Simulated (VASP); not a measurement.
# WS2 (P6_3/mmc) in VASP: further runs

Runs on WS2. Level: LDA. Tasks: single point.

Program: VASP 6.6.1. These are calculated values, not measurements. Logs are shortened: lines on timing, memory, paths and dates and some standing lists are left out, and cuts for length are marked.

### Step 1. The cell of the first run

It takes space group P6_3/mmc (No. 194, hexagonal). The conventional cell has a = 3.041 Å, b = 3.041 Å, c = 11.819 Å, α = 90.00°, β = 90.00°, γ = 120.00°. Within 2.9 Å of W (site symmetry -6m2) lie 6 S at 2.17 Å. Within 2.9 Å of S (site symmetry 3m) lie 3 W at 2.17 Å and 1 S at 2.55 Å.

### Step 2. Single point, LDA

Input file INCAR:

```
ALGO     = Normal         # electronic algorithm
EDIFF    = 1E-6           # SCF threshold, eV
ENCUT    = 520            # plane-wave cutoff, eV
ISIF     = 2              # what is computed and relaxed
ISMEAR   = 0              # smearing method
LASPH    = T              # aspherical terms in the spheres
LCHARG   = F              # write CHGCAR
LREAL    = F              # projectors in reciprocal space
LWAVE    = F              # write WAVECAR
NBANDS   = 35             # bands
NELM     = 100            # most SCF steps
PREC     = Accurate       # precision mode
SIGMA    = 0.05           # smearing width, eV
```

Input file KPOINTS:

```
k-points
0
Gamma
  12 12 4
```

Input file POSCAR:

```
WS2
1.0
    3.0409138215      0.0000000000      0.0000000000
   -1.5204569108      2.6335086202      0.0000000000
    0.0000000000      0.0000000000     11.8190279990
W S
2 4
Direct
    0.3333333333      0.6666666667      0.2500000000
    0.6666666667      0.3333333333      0.7500000000
    0.3333333333      0.6666666667      0.6420050976
    0.6666666667      0.3333333333      0.1420050976
    0.3333333333      0.6666666667      0.8579949024
    0.6666666667      0.3333333333      0.3579949024
```

Potentials or basis: VASP PAW LDA potentials, release 64 (W_sv, S).

Run with:

```console
$ cat potpaw_LDA.64/W_sv/POTCAR potpaw_LDA.64/S/POTCAR > POTCAR
$ mpirun -np 1 vasp_std > vasp.out
```

OUTCAR:

```text
EDIFF = 1E-6
   ENCUT = 520
   ISIF = 2
   ISMEAR = 0
   LASPH = T
   LREAL = F
   NELM = 100
   PREC = Accurate

 ion  position               nearest neighbor table
   1  0.333  0.667  0.250-   4 2.17   6 2.17   4 2.17   6 2.17   4 2.17   6 2.17
   2  0.667  0.333  0.750-   3 2.17   5 2.17   3 2.17   5 2.17   3 2.17   5 2.17
   3  0.333  0.667  0.642-   2 2.17   2 2.17   2 2.17   5 2.55
   4  0.667  0.333  0.142-   1 2.17   1 2.17   1 2.17   6 2.55
   5  0.333  0.667  0.858-   2 2.17   2 2.17   2 2.17   3 2.55
   6  0.667  0.333  0.358-   1 2.17   1 2.17   1 2.17   4 2.55

  LATTYP: Found a hexagonal cell.
 ALAT       =     3.0409138215
 C/A-ratio  =     3.8866698278

  Lattice vectors:

 A1 = (   3.0409138215,   0.0000000000,   0.0000000000)
 A2 = (  -1.5204569108,   2.6335086202,   0.0000000000)
 A3 = (   0.0000000000,   0.0000000000,  11.8190279990)

Analysis of symmetry for initial positions (statically):
=====================================================================
 Subroutine PRICEL returns:
 Original cell was already a primitive cell.

 Routine SETGRP: Setting up the symmetry group for a
 hexagonal supercell.

 Subroutine GETGRP returns: Found 24 space group operations
 (whereof 12 operations were pure point group operations)
 out of a pool of 24 trial point group operations.

The static configuration has the point symmetry D_3d.
 The point group associated with its full space group is D_6h.

Analysis of symmetry for dynamics (positions and initial velocities):
=====================================================================
 Subroutine PRICEL returns:
 Original cell was already a primitive cell.

 Routine SETGRP: Setting up the symmetry group for a
 hexagonal supercell.

 Subroutine GETGRP returns: Found 24 space group operations
 (whereof 12 operations were pure point group operations)
 out of a pool of 24 trial point group operations.

The dynamic configuration has the point symmetry D_3d.
 The point group associated with its full space group is D_6h.

 Subroutine INISYM returns: Found 24 space group operations
 (whereof 12 operations are pure point group operations),
 and found     1 'primitive' translations

----------------------------------------------------------------------------------------

                                     Primitive cell

  volume of cell :      94.6500

  direct lattice vectors                    reciprocal lattice vectors
     3.040913821  0.000000000  0.000000000     0.328848517  0.189860780  0.000000000
    -1.520456911  2.633508620  0.000000000     0.000000000  0.379721559  0.000000000
     0.000000000  0.000000000 11.819027999     0.000000000  0.000000000  0.084609327

  length of vectors
     3.040913821  3.040913822 11.819027999     0.379721559  0.379721559  0.084609327

  position of ions in fractional coordinates (direct lattice)
     0.333333333  0.666666667  0.250000000
     0.666666667  0.333333333  0.750000000
     0.333333333  0.666666667  0.642005098
     0.666666667  0.333333333  0.142005098
     0.333333333  0.666666667  0.857994902
     0.666666667  0.333333333  0.357994902

  ion indices of the primitive-cell ions
   primitive index   ion index
                 1           1
                 2           2
                 3           3
                 4           4
                 5           5
                 6           6

----------------------------------------------------------------------------------------

 KPOINTS: k-points

Automatic generation of k-mesh.
 Grid dimensions read from file:
 generate k-points for:   12   12    4

 Generating k-lattice:

  Cartesian coordinates                     Fractional coordinates (reciprocal lattice)
     0.027404043  0.015821732  0.000000000     0.083333333  0.000000000  0.000000000
     0.000000000  0.031643463  0.000000000     0.000000000  0.083333333  0.000000000
     0.000000000  0.000000000  0.021152332     0.000000000  0.000000000  0.250000000

  Length of vectors
     0.031643463  0.031643463  0.021152332

  Shift w.r.t. Gamma in fractional coordinates (k-lattice)
     0.000000000  0.000000000  0.000000000

 Subroutine IBZKPT returns following result:
 ===========================================

 Found     57 irreducible k-points:

 Following reciprocal coordinates:
            Coordinates               Weight
  0.000000  0.000000  0.000000      1.000000
  0.083333  0.000000  0.000000      6.000000
  0.166667 -0.000000  0.000000      6.000000
  0.250000  0.000000  0.000000      6.000000
  0.333333 -0.000000  0.000000      6.000000
  0.416667  0.000000  0.000000      6.000000
[... 16 lines left out ...]
  0.250000  0.000000  0.250000     12.000000
  0.333333 -0.000000  0.250000     12.000000
 [... further k-points ...]
   k-points           NKPTS =     57   k-points in BZ     NKDIM =     57   number of bands    NBANDS=     35
   number of dos      NEDOS =    301   number of ions     NIONS =      6
   total plane-waves  NPLWV =  51840
   dimension x,y,z NGX =    24 NGY =   24 NGZ =   90
   dimension x,y,z NGXF=    48 NGYF=   48 NGZF=  180
   ions per type =               2   4
   NGX,Y,Z   is equivalent  to a cutoff of  13.12, 13.12, 12.66 a.u.
   NGXF,Y,Z  is equivalent  to a cutoff of  26.24, 26.24, 25.32 a.u.
 SYSTEM =  unknown system
   PREC   = accura    normal or accurate (medium, high low for compatibility)
   ISTART =      0    job   : 0-new  1-cont  2-samecut
   ICHARG =      2    charge: 1-file 2-atom 10-const
   ISPIN  =      1    spin polarized calculation?
   LNONCOLLINEAR =      F non collinear calculations
   LSORBIT =      F    spin-orbit coupling
   LASPH  =      T    aspherical Exc in radial PAW
   ENCUT  =  520.0 eV  38.22 Ry    6.18 a.u.   5.65  5.65 21.98*2*pi/ulx,y,z
   NELM   =    100;   NELMIN=  2; NELMDL= -5     # of ELM steps
   EDIFF  = 0.1E-05   stopping-criterion for ELM
   LREAL  =      F    real-space projection
   EDIFFG = 0.1E-04   stopping-criterion for IOM
   NSW    =      0    number of steps for IOM
   IBRION =     -1    ionic relax: 0-MD 1-quasi-New 2-CG
   NFREE  =      0    steps in history (QN), initial steepest desc. (CG)
   ISIF   =      2    stress and relaxation
   ISYM   =      2    0-nonsym 1-usesym 2-fastsym
   POTIM  = 0.5000    time-step for ionic-motion
   TEBEG  =    0.0;   TEEND  =   0.0 temperature during run
   PSTRESS=    0.0 pullay stress
   NELECT =      52.0000    total number of electrons
   NUPDOWN=      -1.0000    fix difference up-down
   EMIN   =  10.00;   EMAX   =-10.00  energy-range for DOS
   EFERMI =   0.00;   METHOD = LEGACY
   ISMEAR =     0;   SIGMA  =   0.05  broadening in eV -4-tet -1-fermi 0-gaus
   EFERMI_NEDOS =   21; number of points for ismear=-14 and -15
   IALGO  =     38    algorithm
   IMIX   =      4    mixing-type and parameters
     AMIX     =   0.40;   BMIX     =  1.00
     AMIX_MAG =   1.60;   BMIX_MAG =  1.00
  volume/ion in A,a.u.               =      15.78       106.45
  Fermi-wavevector in a.u.,A,eV,Ry     =   1.340816  2.533774 24.460372  1.797787
  Thomas-Fermi vector in A             =   2.469099
   LORBIT       =      0    0 simple, 1 ext, 2 COOP (PROOUT), +10 PAW based schemes
   GGA     = CA    functional components
   LHFCALC =     F    Hartree Fock is set to
   AEXX    =    0.0000 exact exchange contribution
   IVDW    =     0    specifies the selected vdW correction
   LEPSILON=     F    determine dielectric tensor
   LRPA    =     F    only Hartree local field effects (RPA)
 non-spin polarized calculation
 Gauss-broadening in eV      SIGMA  =   0.05
  energy-cutoff  :      520.00
  volume of cell :       94.65
 maximum number of plane-waves:      2576
 NGX is ok and might be reduce to    24
   NGX = 11   NGY = 11   NGZ = 43

 number of electron      52.0000001 magnetization

 Free energy of the ion-electron system (eV)
  ---------------------------------------------------
  ext. energy  EPLUGINS =         0.00000000
  ---------------------------------------------------
  free energy    TOTEN  =       -46.63758736 eV

  energy without entropy =      -46.63600130  energy(sigma->0) =      -46.63679433

 E-fermi :   9.3547     XC(G=0): -11.5049

 val. band max:        9.1763746184   @ k =   0.0833   0.0000   0.5000
 cond. band min:       9.3922612981   @ k =   0.3333   0.2500   0.0000
 fundamental gap:      0.2158866796
 Fermi energy:         9.3547474775

 k-point     1 :       0.0000    0.0000    0.0000
  band No.  band energies     occupation
      1     -65.1327      2.00000
      2     -65.1327      2.00000
      3     -29.9868      2.00000
      4     -29.9867      2.00000
      5     -29.7841      2.00000
      6     -29.7841      2.00000
[... 27 lines left out ...]
     34      12.6694      0.00000
     35      13.0241      0.00000

 k-point     2 :       0.0833    0.0000    0.0000
  band No.  band energies     occupation
      1     -65.1300      2.00000
      2     -65.1300      2.00000
      3     -29.9775      2.00000
      4     -29.9774      2.00000
      5     -29.8336      2.00000
      6     -29.8336      2.00000
[... 27 lines left out ...]
     34      12.4690      0.00000
     35      13.6328      0.00000

 k-point     3 :       0.1667   -0.0000    0.0000
  band No.  band energies     occupation
      1     -65.1227      2.00000
      2     -65.1227      2.00000
      3     -29.9668      2.00000
      4     -29.9668      2.00000
      5     -29.9519      2.00000
      6     -29.9518      2.00000
[... 27 lines left out ...]
     34      12.4138      0.00000
     35      15.1719      0.00000
[... 723 lines left out ...]
 k-point    23 :       0.2500    0.0000    0.2500
  band No.  band energies     occupation
      1     -65.1128      2.00000
      2     -65.1127      2.00000
      3     -30.1440      2.00000
      4     -30.1440      2.00000
      5     -29.9167      2.00000
      6     -29.9167      2.00000
[... 27 lines left out ...]
     34      13.4235      0.00000
     35      16.0509      0.00000

 k-point    24 :       0.3333   -0.0000    0.2500
  band No.  band energies     occupation
      1     -65.1027      2.00000
      2     -65.1027      2.00000
      3     -30.3160      2.00000
      4     -30.3160      2.00000
      5     -29.9026      2.00000
      6     -29.9026      2.00000
[... 27 lines left out ...]
     34      14.2878      0.00000
     35      15.0866      0.00000

 [... further k-points ...]
[... 5 lines left out ...]
  --------------------------------------------------------------------------------------
  -------------------------------------------------------------------------------------
  Total       33.3248215     33.3248215     50.2144067     -0.0000000     -0.0000000     -0.0000000
  in kB      564.1022025    564.1022026    849.9987755     -0.0000000     -0.0000000     -0.0000000
  external PRESSURE =     659.4010602 kB  Pullay stress =       0.0000000 kB

 VOLUME and BASIS-vectors are now :
 -----------------------------------------------------------------------------
  energy-cutoff  :      520.00
  volume of cell :       94.65
      direct lattice vectors                 reciprocal lattice vectors
     3.040913821  0.000000000  0.000000000     0.328848517  0.189860780  0.000000000
    -1.520456911  2.633508620  0.000000000     0.000000000  0.379721559  0.000000000
     0.000000000  0.000000000 11.819027999     0.000000000  0.000000000  0.084609327

 POSITION                                       TOTAL-FORCE (eV/Angst)
 -----------------------------------------------------------------------------------
     -0.00000      1.75567      2.95476         0.000000     -0.000000      0.000000
      1.52046      0.87784      8.86427        -0.000000      0.000000      0.000000
     -0.00000      1.75567      7.58788        -0.000000      0.000000    -10.006551
      1.52046      0.87784      1.67836        -0.000000     -0.000000    -10.006551
     -0.00000      1.75567     10.14067         0.000000      0.000000     10.006551
      1.52046      0.87784      4.23115        -0.000000      0.000000     10.006551
 -----------------------------------------------------------------------------------
    total drift:                               -0.000000      0.000000     -0.000000

  FREE ENERGIE OF THE ION-ELECTRON SYSTEM (eV)
  ---------------------------------------------------
  free  energy   TOTEN  =       -46.6375873555 eV

  energy  without entropy=      -46.6360012973  energy(sigma->0) =      -46.63679433
```

Run time: 1.8 min. Hardware: 1 thread of Intel Xeon Platinum 8488C (Sapphire Rapids), shared host; peak memory 0.27 GiB.

Results:

* Free energy: -46.6376 eV
* Pressure: 65.9 GPa
* Largest force: 10.007 eV/Å
* Band gap on the k mesh: zero (band 26 reaches 9.87 eV, above the bottom of band 27 at 8.65 eV)

Forces on the atoms (eV/Å):
```
W     0.000   0.000   0.000
W     0.000   0.000   0.000
S     0.000   0.000 -10.007
S     0.000   0.000 -10.007
S     0.000   0.000  10.007
S     0.000   0.000  10.007
```

Stress tensor (GPa, compression positive):
```
56.41  0.00  0.00
 0.00 56.41  0.00
 0.00  0.00 85.00
```

Caveat: spin-orbit coupling is left out, which moves the levels of the heavy elements; forces of over 1 eV/Å act on the atoms, so gaps and moduli don't describe the material at rest.

[end of part 1 of 2]
